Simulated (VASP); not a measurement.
Input of a VASP 6.6.1 run:

File INCAR:

```
  ALGO = Fast
  EDIFF = 1E-6
  ENCUT = 520
  GGA = CA
  ISIF = 2
  ISMEAR = 0
  ISYM = 0
  LASPH = True
  LCHARG = False
  LREAL = False
  LWAVE = False
  NBANDS = 11
  NELM = 60
  PREC = Accurate
  SIGMA = 0.1
```

KPOINTS

```
k-points
0
Gamma
  9 9 13
```

File POSCAR:

```
Ca
1.0
    3.7750735677      0.0000000000      0.0000000000
    0.0000000000      3.7750735677      0.0000000000
    1.8875367839      1.8875367839      2.6693801192
Ca
1
Direct
    0.0000000000      0.0000000000      0.0000000000
```

Potentials or basis: VASP PAW LDA potentials, release 64 (Ca_sv).

Launch:

```bash
$ cat potpaw_LDA.64/Ca_sv/POTCAR > POTCAR
$ mpirun -np 1 vasp_std > vasp.out
```

**Question.** What does it give for the pressure?

**Answer.** 0.0 GPa.

**Question.** What does it give for the band gap on the k mesh?

**Answer.** Zero (bands 5 and 6 overlap by 0.07 eV).
